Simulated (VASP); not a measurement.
A run of VASP 6.6.1:

Contents of INCAR:

```
SYSTEM = MgF2
ALGO = Normal ; EDIFF = 1E-7
EDIFFG = -0.01 ; ENCUT = 600
GGA = PE ; GGA_COMPAT = .FALSE.
IBRION = 2 ; ISIF = 3
ISMEAR = 0 ; LASPH = .TRUE.
LCHARG = .FALSE. ; LREAL = .FALSE.
LWAVE = .FALSE. ; NELM = 120
NELMIN = 4 ; NSW = 60
PREC = Accurate ; PSTRESS = 400.0
SIGMA = 0.01
```

Contents of KPOINTS:

```
k-points
0
G
  4 4 6
  0 0 0
```

File POSCAR:

```
MgF2
1.0
    4.6250000000      0.0000000000      0.0000000000
    0.0000000000      4.6250000000      0.0000000000
    0.0000000000      0.0000000000      3.0520000000
Mg F
2 4
Direct
    0.0000000000      0.0000000000      0.0000000000
    0.5000000000      0.5000000000      0.5000000000
    0.3030000000      0.3030000000      0.0000000000
    0.1970000000      0.8030000000      0.5000000000
    0.6970000000      0.6970000000      0.0000000000
    0.8030000000      0.1970000000      0.5000000000
```

Potentials or basis: VASP PAW PBE potentials, release 64 (Mg, F).

Command:

```bash
$ cat potpaw_PBE.64/Mg/POTCAR potpaw_PBE.64/F/POTCAR > POTCAR
$ mpirun -np 1 vasp_std > vasp.out
```

Hardware: 1 thread of AMD EPYC 7R13, on a shared host.

How long does it take, and how much memory?

It took 6.7 min on 1 thread of AMD EPYC 7R13 (shared host), peak memory 0.19 GiB. Counts: scf iterations 80, k points 24, ion steps 10.
